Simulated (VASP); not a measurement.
# Ti8Al23 (a cell with a defect) in VASP: single point with PBE

Aim: the single point of Ti8Al23 (a cell with a defect) with PBE.

All numbers are computed with VASP 6.6.1; they aren't measurements. Logs are shortened: lines on timing, memory, paths and dates and some standing lists are left out, and cuts for length are marked.

### Step 1. The cell of the first run

The cell holds a defect, 31 atoms: a = 7.690 Å, b = 7.690 Å, c = 8.624 Å, α = 90.00°, β = 90.00°, γ = 90.00°.

### Step 2. Single point, PBE

Input file INCAR:

```
SYSTEM = Ti8Al23
PREC     = Accurate       ! precision mode
ENCUT    = 520            ! plane-wave cutoff, eV
EDIFF    = 1E-6           ! SCF threshold, eV
ISMEAR   = 1              ! smearing method
SIGMA    = 0.1            ! smearing width, eV
LREAL    = Auto         
LASPH    = .TRUE.         ! aspherical terms in the spheres
NELM     = 100            ! most SCF steps
ALGO     = Normal         ! electronic algorithm
ISIF     = 2              ! what is computed and relaxed
LWAVE    = .FALSE.        ! write WAVECAR
LCHARG   = .TRUE.         ! write CHGCAR
GGA      = PE             ! functional
LELF     = .TRUE.         ! ELF
LVHAR    = .TRUE.       
NBANDS   = 104            ! bands
```

Input file KPOINTS:

```
regular mesh
0
G
  2 2 2
  0 0 0
```

Input file POSCAR:

```
Ti8Al23
1.0
    7.6895028900      0.0000000000      0.0000000000
    0.0000000000      7.6895028900      0.0000000000
    0.0000000000      0.0000000000      8.6237151300
Ti Al
8 23
Direct
    0.0004226541      0.0014167366     -0.0003263095
    0.2465102136      0.2525013681      0.5065384158
    0.0016504318      0.4989538407      0.0009919159
    0.2519616713      0.7499201291      0.5008812252
    0.5032446252     -0.0040851796     -0.0058125760
    0.7520220855      0.2491179244      0.4997859896
    0.4996566169      0.5015186359      0.0007308915
    0.7495242648      0.7510601248      0.4997016872
    0.0018999928     -0.0010685996      0.4945174946
    0.2522378921      0.2500259155     -0.0084606227
    0.0028086341      0.2457035295      0.2511891879
    0.2481932873     -0.0022091155      0.7504868728
   -0.0015328689      0.2506013754      0.7523675008
    0.3117276935      0.0603379707      0.2505299592
   -0.0013580852      0.5022561348      0.4984471234
    0.2494849183      0.7514029298      0.0062474234
    0.0055943798      0.7551903007      0.2503615863
    0.2492132492      0.5006777493      0.7507017454
   -0.0004719421      0.7488030218      0.7503157169
    0.2514361497      0.4943383278      0.2518031924
    0.5007210551      0.0016629163      0.5103166018
    0.7484089781      0.2497454032      0.0068233933
    0.7514661328     -0.0012086607      0.7500613022
    0.5013374798      0.2509820241      0.7504613618
    0.7447080887      0.0008979774      0.2488443748
    0.5002968404      0.4978377737      0.4937331458
    0.7528606313      0.7480255983      0.0022107641
    0.4965127206      0.7521973894      0.2493539000
    0.7504940284      0.4998029203      0.7502848717
    0.5010366801      0.7476838337      0.7483906765
    0.7514844695      0.5008968792      0.2503294656
```

Potentials or basis: VASP PAW PBE potentials, release 64 (Ti_sv, Al).

On the command line:

```bash
> cat potpaw_PBE.64/Ti_sv/POTCAR potpaw_PBE.64/Al/POTCAR > POTCAR
> mpirun -np 1 vasp_std > vasp.out
```

OUTCAR:

```text
SYSTEM = Ti8Al23
   PREC = Accurate
   ENCUT = 520
   EDIFF = 1E-6
   ISMEAR = 1
   LREAL = Auto
   LASPH = .TRUE.
   NELM = 100
   ISIF = 2
   GGA = PE

 ion  position               nearest neighbor table
   1  0.000  0.001  1.000-  16 2.71  22 2.72  10 2.72  27 2.72  13 2.87  11 2.87  12 2.87  17 2.87
                            23 2.88  19 2.90  25 2.91
   2  0.247  0.253  0.507-  14 2.70  15 2.71   9 2.71  26 2.72  21 2.75  18 2.84  13 2.85  12 2.87
                            24 2.87  20 2.88  11 2.89
   3  0.002  0.499  0.001-  27 2.71  10 2.72  16 2.72  22 2.73  13 2.87  18 2.88  31 2.89  19 2.89
                            20 2.89  29 2.90  11 2.91  17 2.92
   4  0.252  0.750  0.501-   9 2.71  26 2.72  21 2.72  15 2.72  30 2.87  28 2.87  17 2.87  12 2.88
                            18 2.88  19 2.90  20 2.91
   5  0.503  0.996  0.994-  14 2.70  27 2.71  16 2.71  22 2.72  10 2.75  23 2.84  30 2.85  12 2.87
                            24 2.87  25 2.88  28 2.89
   6  0.752  0.249  0.500-  21 2.71  15 2.72   9 2.72  26 2.72  11 2.88  25 2.89  13 2.89  23 2.89
                            31 2.89  29 2.90  24 2.90
   7  0.500  0.502  0.001-  10 2.71  27 2.72  16 2.72  22 2.72  28 2.88  30 2.88  20 2.89  18 2.89
                            24 2.89  31 2.90  29 2.90
   8  0.750  0.751  0.500-  15 2.71  21 2.72   9 2.72  26 2.73  30 2.87  23 2.88  31 2.89  19 2.89
                            25 2.89  29 2.90  28 2.91  17 2.92
   9  0.002  0.999  0.495-   2 2.71   4 2.71   6 2.72   8 2.72  17 2.82  11 2.83  25 2.90  12 2.91
[... 31 lines left out ...]
  25  0.745  0.001  0.249-  28 2.70  11 2.74  17 2.76  22 2.83   5 2.88  27 2.88   6 2.89   8 2.89
                             9 2.90   1 2.91  21 2.93  14 3.36
  26  0.500  0.498  0.494-   2 2.72   6 2.72   4 2.72   8 2.73  20 2.83  31 2.85  28 2.88  24 2.92
                            30 2.92  29 2.93  18 2.94
  27  0.753  0.748  0.002-   5 2.71   3 2.71   7 2.72   1 2.72  31 2.86  25 2.88  19 2.88  17 2.89
                            29 2.89  28 2.90  23 2.91  30 2.92
  28  0.497  0.752  0.249-  25 2.70  20 2.74  31 2.75  14 2.76  16 2.83   4 2.87  26 2.88   7 2.88
                             5 2.89  27 2.90   8 2.91  21 2.96
  29  0.750  0.500  0.750-  13 2.70  30 2.70  24 2.71  19 2.71  15 2.89  27 2.89   6 2.90   7 2.90
                             8 2.90   3 2.90  22 2.93  26 2.93
  30  0.501  0.748  0.748-  29 2.70  18 2.71  23 2.73  12 2.73  21 2.83   5 2.85   4 2.87   8 2.87
                             7 2.88  26 2.92  27 2.92  16 2.95
  31  0.751  0.501  0.250-  28 2.75  11 2.75  17 2.76  26 2.85  22 2.85  27 2.86  15 2.86   3 2.89
                             8 2.89   6 2.89   7 2.90

  LATTYP: Found a simple tetragonal cell.
 ALAT       =     7.6895028900
 C/A-ratio  =     1.1214918901

  Lattice vectors:

 A1 = (   7.6895028900,   0.0000000000,   0.0000000000)
 A2 = (   0.0000000000,   7.6895028900,   0.0000000000)
 A3 = (   0.0000000000,   0.0000000000,   8.6237151300)

Analysis of symmetry for initial positions (statically):
=====================================================================
 Subroutine PRICEL returns:
 Original cell was already a primitive cell.

 Routine SETGRP: Setting up the symmetry group for a
 simple tetragonal supercell.

 Subroutine GETGRP returns: Found  1 space group operations
 (whereof  1 operations were pure point group operations)
 out of a pool of 16 trial point group operations.

The static configuration has the point symmetry C_1 .

Analysis of symmetry for dynamics (positions and initial velocities):
=====================================================================
 Subroutine PRICEL returns:
 Original cell was already a primitive cell.

 Routine SETGRP: Setting up the symmetry group for a
 simple tetragonal supercell.

 Subroutine GETGRP returns: Found  1 space group operations
 (whereof  1 operations were pure point group operations)
 out of a pool of 16 trial point group operations.

The dynamic configuration has the point symmetry C_1 .

 Subroutine INISYM returns: Found  1 space group operations
 (whereof  1 operations are pure point group operations),
 and found     1 'primitive' translations

----------------------------------------------------------------------------------------

                                     Primitive cell

  volume of cell :     509.9069

  direct lattice vectors                    reciprocal lattice vectors
     7.689502890  0.000000000  0.000000000     0.130047418  0.000000000  0.000000000
     0.000000000  7.689502890  0.000000000     0.000000000  0.130047418  0.000000000
     0.000000000  0.000000000  8.623715130     0.000000000  0.000000000  0.115959303

  length of vectors
[... 81 lines left out ...]
     0.000000000  0.065023709  0.000000000     0.000000000  0.500000000  0.000000000
     0.000000000  0.000000000  0.057979652     0.000000000  0.000000000  0.500000000

  Length of vectors
     0.065023709  0.065023709  0.057979652

  Shift w.r.t. Gamma in fractional coordinates (k-lattice)
     0.000000000  0.000000000  0.000000000

 Subroutine IBZKPT returns following result:
 ===========================================

 Found      8 irreducible k-points:

 Following reciprocal coordinates:
            Coordinates               Weight
  0.000000  0.000000  0.000000      1.000000
  0.500000  0.000000  0.000000      1.000000
  0.000000  0.500000  0.000000      1.000000
  0.500000  0.500000  0.000000      1.000000
  0.000000  0.000000  0.500000      1.000000
  0.500000  0.000000  0.500000      1.000000
  0.000000  0.500000  0.500000      1.000000
  0.500000  0.500000  0.500000      1.000000
   k-points           NKPTS =      8   k-points in BZ     NKDIM =      8   number of bands    NBANDS=    104
   number of dos      NEDOS =    301   number of ions     NIONS =     31
   total plane-waves  NPLWV = 230400
   dimension x,y,z NGX =    60 NGY =   60 NGZ =   64
   dimension x,y,z NGXF=   120 NGYF=  120 NGZF=  128
   ions per type =               8  23
   NGX,Y,Z   is equivalent  to a cutoff of  12.97, 12.97, 12.34 a.u.
   NGXF,Y,Z  is equivalent  to a cutoff of  25.94, 25.94, 24.68 a.u.
 SYSTEM =  Ti8Al23
   PREC   = accura    normal or accurate (medium, high low for compatibility)
   ISTART =      0    job   : 0-new  1-cont  2-samecut
   ICHARG =      2    charge: 1-file 2-atom 10-const
   ISPIN  =      1    spin polarized calculation?
   LNONCOLLINEAR =      F non collinear calculations
   LSORBIT =      F    spin-orbit coupling
   LASPH  =      T    aspherical Exc in radial PAW
   ENCUT  =  520.0 eV  38.22 Ry    6.18 a.u.  14.30 14.30 16.03*2*pi/ulx,y,z
   NELM   =    100;   NELMIN=  2; NELMDL= -5     # of ELM steps
   EDIFF  = 0.1E-05   stopping-criterion for ELM
   LREAL  =      T    real-space projection
   EDIFFG = 0.1E-04   stopping-criterion for IOM
   NSW    =      0    number of steps for IOM
   IBRION =     -1    ionic relax: 0-MD 1-quasi-New 2-CG
   NFREE  =      0    steps in history (QN), initial steepest desc. (CG)
   ISIF   =      2    stress and relaxation
   ISYM   =      2    0-nonsym 1-usesym 2-fastsym
   POTIM  = 0.5000    time-step for ionic-motion
   TEBEG  =    0.0;   TEEND  =   0.0 temperature during run
   PSTRESS=    0.0 pullay stress
   NELECT =     165.0000    total number of electrons
   NUPDOWN=      -1.0000    fix difference up-down
   EMIN   =  10.00;   EMAX   =-10.00  energy-range for DOS
   EFERMI =   0.00;   METHOD = LEGACY
   ISMEAR =     1;   SIGMA  =   0.10  broadening in eV -4-tet -1-fermi 0-gaus
   EFERMI_NEDOS =   21; number of points for ismear=-14 and -15
   IALGO  =     38    algorithm
   IMIX   =      4    mixing-type and parameters
     AMIX     =   0.40;   BMIX     =  1.00
     AMIX_MAG =   1.60;   BMIX_MAG =  1.00
  volume/ion in A,a.u.               =      16.45       111.00
  Fermi-wavevector in a.u.,A,eV,Ry     =   1.123930  2.123919 17.187126  1.263218
  Thomas-Fermi vector in A             =   2.260599
   LORBIT       =      0    0 simple, 1 ext, 2 COOP (PROOUT), +10 PAW based schemes
   GGA     = PE    functional components
   LHFCALC =     F    Hartree Fock is set to
   AEXX    =    0.0000 exact exchange contribution
   IVDW    =     0    specifies the selected vdW correction
   LEPSILON=     F    determine dielectric tensor
   LRPA    =     F    only Hartree local field effects (RPA)
 non-spin polarized calculation
 Methfessel and Paxton  Order N= 1 SIGMA  =   0.10
  energy-cutoff  :      520.00
  volume of cell :      509.91
 maximum number of plane-waves:     13800
 NGX is ok and might be reduce to    60
   NGX = 29   NGY = 29   NGZ = 33

 number of electron     165.0000021 magnetization

 Free energy of the ion-electron system (eV)
  ---------------------------------------------------
  ext. energy  EPLUGINS =         0.00000000
  ---------------------------------------------------
  free energy    TOTEN  =      -158.49847739 eV

  energy without entropy =     -158.50128992  energy(sigma->0) =     -158.49941490

 E-fermi :   7.7300     XC(G=0): -10.5803

 val. band max:        7.7203670356   @ k =   0.0000   0.5000   0.5000
 cond. band min:       7.7511718268   @ k =   0.0000   0.0000   0.0000
 fundamental gap:      0.0308047912
 Fermi energy:         7.7300390004

 k-point     1 :       0.0000    0.0000    0.0000
  band No.  band energies     occupation
      1     -48.8246      2.00000
      2     -48.8228      2.00000
      3     -48.7376      2.00000
      4     -48.7365      2.00000
      5     -48.6855      2.00000
      6     -48.6850      2.00000
[... 765 lines left out ...]
     93       9.4760     -0.00000
     94       9.4810     -0.00000
 [bands above 94 left out]

------------------------ aborting loop because EDIFF is reached ----------------------------------------

  FORCE on cell =-STRESS in cart. coord.  units (eV):
  Direction    XX          YY          ZZ          XY          YZ          ZX
  --------------------------------------------------------------------------------------
  -------------------------------------------------------------------------------------
  Total       -1.7306447     -1.7031600      0.2220599     -0.3769600      0.4116793     -0.4074302
  in kB       -5.4378544     -5.3514948      0.6977340     -1.1844449      1.2935364     -1.2801855
  external PRESSURE =      -3.3638717 kB  Pullay stress =       0.0000000 kB

 VOLUME and BASIS-vectors are now :
 -----------------------------------------------------------------------------
  energy-cutoff  :      520.00
  volume of cell :      509.91
      direct lattice vectors                 reciprocal lattice vectors
     7.689502890  0.000000000  0.000000000     0.130047418  0.000000000  0.000000000
     0.000000000  7.689502890  0.000000000     0.000000000  0.130047418  0.000000000
     0.000000000  0.000000000  8.623715130     0.000000000  0.000000000  0.115959303

 POSITION                                       TOTAL-FORCE (eV/Angst)
 -----------------------------------------------------------------------------------
      0.00325      0.01089      8.62090         0.026418      0.017158      0.005006
      1.89554      1.94161      4.36824         0.014596      0.007913     -0.035923
      0.01269      3.83671      0.00855         0.021863      0.007392      0.001522
      1.93746      5.76651      4.31946         0.019684      0.031402      0.005955
      3.86970      7.65809      8.57359        -0.003221      0.014775      0.021901
      5.78268      1.91559      4.31001         0.021547      0.030715      0.010285
[... 23 lines left out ...]
      3.85272      5.74932      6.45391         0.017549      0.010895     -0.005411
      5.77854      3.85165      2.15877         0.036966      0.032636     -0.003060
 -----------------------------------------------------------------------------------
    total drift:                               -0.012750      0.023956     -0.005242

  FREE ENERGIE OF THE ION-ELECTRON SYSTEM (eV)
  ---------------------------------------------------
  free  energy   TOTEN  =      -158.4984773852 eV

  energy  without entropy=     -158.5012899230  energy(sigma->0) =     -158.49941490
```

Run time: 16 min. Hardware: 1 thread of Intel Xeon Platinum 8259CL at 2.50GHz (Skylake/Cascade Lake), shared host; peak memory 0.64 GiB.

Results:

```
Free energy            : -158.4985 eV
Pressure               : -0.3 GPa
Largest force          : 0.720 eV/Å
Band gap on the k mesh : zero (an odd number of electrons rules out a gap without spin polarisation)
```

Forces in eV/Å, atoms in the order of the input:
```
Ti   0.026  0.017  0.005
Ti   0.015  0.008 -0.036
Ti   0.022  0.007  0.002
Ti   0.020  0.031  0.006
Ti  -0.003  0.015  0.022
Ti   0.022  0.031  0.010
Ti   0.034  0.028  0.005
Ti   0.011  0.023  0.003
Al   0.019  0.015  0.001
Al   0.033  0.016  0.028
Al   0.004  0.000 -0.004
Al   0.026  0.022 -0.004
Al   0.008  0.010  0.006
Al  -0.516 -0.502  0.006
Al   0.018  0.018  0.006
Al   0.012  0.016 -0.001
Al   0.056  0.050 -0.003
Al   0.021  0.016 -0.013
Al   0.004  0.009  0.000
Al   0.004  0.016 -0.004
Al   0.011  0.028 -0.048
Al   0.017  0.014  0.005
Al   0.010  0.013  0.009
Al   0.003 -0.001 -0.003
Al   0.017  0.007  0.006
Al   0.012  0.016 -0.002
Al   0.023  0.016 -0.007
Al  -0.001 -0.004  0.013
Al   0.017  0.020  0.000
Al   0.018  0.011 -0.005
Al   0.037  0.033 -0.003
```

Levels at points of the mesh, in eV from the Fermi level:
| k point | band 80 | band 81 | band 82 | band 83 | band 84 | band 85 |
| --- | --- | --- | --- | --- | --- | --- |
| (0.00, 0.00, 0.00) | -0.31 | -0.13 | 0.02 | 0.35 | 0.46 | 0.54 |
| (0.50, 0.00, 0.00) | -0.41 | -0.30 | -0.18 | -0.15 | 0.03 | 0.17 |
| (0.00, 0.50, 0.00) | -0.41 | -0.30 | -0.18 | -0.15 | 0.03 | 0.17 |
| (0.50, 0.50, 0.00) | -0.15 | -0.11 | -0.05 | -0.04 | 0.42 | 0.47 |
| (0.00, 0.00, 0.50) | -0.08 | -0.05 | 0.07 | 0.59 | 0.62 | 0.67 |
| (0.50, 0.00, 0.50) | -0.16 | -0.13 | -0.01 | 0.05 | 0.20 | 0.33 |
| (0.00, 0.50, 0.50) | -0.15 | -0.13 | -0.01 | 0.05 | 0.19 | 0.33 |
| (0.50, 0.50, 0.50) | -0.43 | -0.20 | -0.17 | -0.15 | -0.07 | -0.03 |

Caveat: the k points lie up to 0.41 Å⁻¹ apart, too coarse for converged energies and pressures of a metal.

The gap in the log of VASP goes by the Fermi energy; the results here count the filled bands.